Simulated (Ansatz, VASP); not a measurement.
# One calculation of TiAl2, two programs

Contents of INCAR:

```
SYSTEM = TiAl2
PREC = Accurate
ENCUT = 520
EDIFF = 1E-6
ISMEAR = -1
SIGMA = 0.05
LREAL = .FALSE.
LASPH = .TRUE.
NELM = 80
ALGO = Fast
ISIF = 2
LWAVE = .FALSE.
LCHARG = .FALSE.
GGA = PS
NBANDS = 27
```

The input KPOINTS:

```
regular mesh
0
G
  10 10 10
  0 0 0
```

Contents of POSCAR:

```
TiAl2
1.0
    1.9795500000     -6.0472000000      0.0000000000
    1.9795500000      6.0472000000      0.0000000000
    0.0000000000      0.0000000000      4.0315000000
Ti Al
2 4
Direct
    0.6490000000      0.3510000000      0.0000000000
    0.3510000000      0.6490000000      0.0000000000
    0.0000000000      0.0000000000      0.0000000000
    0.8240000000      0.1760000000      0.5000000000
    0.1760000000      0.8240000000      0.5000000000
    0.5000000000      0.5000000000      0.5000000000
```

Input for Ansatz:

```yaml
crystal:
  lattice:
    - [1.97955, -6.0472, 0.0]
    - [1.97955, 6.0472, 0.0]
    - [0.0, 0.0, 4.0315]
  atoms:
    - { symbol: Ti, position: [0.649, 0.351, 0.0] }
    - { symbol: Ti, position: [0.351, 0.649, 0.0] }
    - { symbol: Al, position: [0.0, 0.0, 0.0] }
    - { symbol: Al, position: [0.824, 0.176, 0.5] }
    - { symbol: Al, position: [0.176, 0.824, 0.5] }
    - { symbol: Al, position: [0.5, 0.5, 0.5] }
basis:
  ecutwfc: 420
kpoints:
  mp_grid: { grid: [10, 10, 10] }
hamiltonian:
  xc: pbesol
scf:
  occupations: { method: fermi_dirac, width: 0.05 }
output:
  forces: true
  stress: true
  eigenvalues: true
```

Alike in both runs: task single point; functional PBEsol; k mesh 10 × 10 × 10; occupations fermi-dirac, width 0.05 eV; no spin polarisation.

|  | VASP | Ansatz |
| --- | --- | --- |
| version | VASP 6.6.1 | Ansatz 0.2.0 |
| potentials or method | VASP PAW PBE potentials, release 64 (Ti_sv, Al), cutoff 520 eV | scalar-relativistic, plane waves, PAW |
| valence electrons in the cell | 36 | 36 |

Ansatz gave:

| Property | Result |
| --- | --- |
| gap on the k mesh at the Fermi level (eV) | none |
| pressure (GPa) | -2.8 |
| traceless stress, the component that is largest in VASP (GPa) | 1.68 |
| rms of the force components (eV/Å) | 0.293 |

Which values does VASP return?

gap on the k mesh at the Fermi level (eV): none; pressure (GPa): -2.8; traceless stress, the component that is largest in VASP (GPa): 1.68; rms of the force components (eV/Å): 0.295.

VASP's potentials were made for PBE, not for PBEsol. Atom by atom the forces differ by 0.002 eV/Å (rms over components). A gap of «none» marks a metal or a gap that the smearing closes.
